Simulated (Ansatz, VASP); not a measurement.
# Two plane-wave programs on MoS2

The input INCAR:

```
SYSTEM = MoS2
  PREC = Accurate
  ENCUT = 520
  EDIFF = 1E-7
  ISMEAR = 0
  SIGMA = 0.05
  LREAL = .FALSE.
  LASPH = .TRUE.
  NELM = 100
  ALGO = Normal
  ISIF = 2
  LWAVE = .FALSE.
  LCHARG = .FALSE.
  GGA = PE
  IVDW = 12
  NBANDS = 35
```

File KPOINTS:

```
regular mesh
0
G
  12 12 4
  0 0 0
```

Contents of POSCAR:

```
MoS2
1.0
    3.1179000000      0.0000000000      0.0000000000
   -1.5589500000      2.7001806064      0.0000000000
    0.0000000000      0.0000000000     12.7490000000
Mo S
2 4
Direct
    0.6666666667      0.3333333333      0.2501439769
    0.3333333333      0.6666666667      0.7498560231
    0.3333333333      0.6666666667      0.3795985159
    0.6666666667      0.3333333333      0.8793132861
    0.3333333333      0.6666666667      0.1206867139
    0.6666666667      0.3333333333      0.6204014841
```

Input for Ansatz:

```yaml
crystal:
  lattice:
    - [3.1179, 0.0, 0.0]
    - [-1.55895, 2.7001806064, 0.0]
    - [0.0, 0.0, 12.749]
  atoms:
    - { symbol: Mo, position: [0.6666666667, 0.3333333333, 0.2501439769] }
    - { symbol: Mo, position: [0.3333333333, 0.6666666667, 0.7498560231] }
    - { symbol: S, position: [0.3333333333, 0.6666666667, 0.3795985159] }
    - { symbol: S, position: [0.6666666667, 0.3333333333, 0.8793132861] }
    - { symbol: S, position: [0.3333333333, 0.6666666667, 0.1206867139] }
    - { symbol: S, position: [0.6666666667, 0.3333333333, 0.6204014841] }
basis:
  ecutwfc: 420
kpoints:
  mp_grid: { grid: [12, 12, 4] }
hamiltonian:
  xc: pbe
  pseudopotentials: { kind: paw, azcp: { folder: soft_1 } }
  dispersion: d3bj
scf:
  occupations: { method: gaussian, width: 0.05 }
output:
  forces: true
  stress: true
  eigenvalues: true
```

Alike in both runs: task single point; functional PBE; dispersion D3(BJ); k mesh 12 × 12 × 4; occupations gaussian, width 0.05 eV; no spin polarisation.

|  | VASP | Ansatz |
| --- | --- | --- |
| version | VASP 6.6.1 | Ansatz 0.2.0 |
| potentials or method | VASP PAW PBE potentials, release 64 (Mo_sv, S), cutoff 520 eV | scalar-relativistic, plane waves, PAW |
| valence electrons in the cell | 52 | 52 |

VASP gave:

| Quantity | Value |
| --- | --- |
| gap on the k mesh at the Fermi level (eV) | 1.05 |
| least direct gap on the mesh (eV) | 1.93 |
| pressure (GPa) | -5.4 |
| traceless stress, the component that is largest in VASP (GPa) | -8.08 |
| rms of the force components (eV/Å) | 0.576 |

Which values does Ansatz return?

gap on the k mesh at the Fermi level (eV): 1.04; least direct gap on the mesh (eV): 1.93; pressure (GPa): -5.3; traceless stress, the component that is largest in VASP (GPa): -8.04; rms of the force components (eV/Å): 0.571.

Atom by atom the forces differ by 0.005 eV/Å (rms over components).
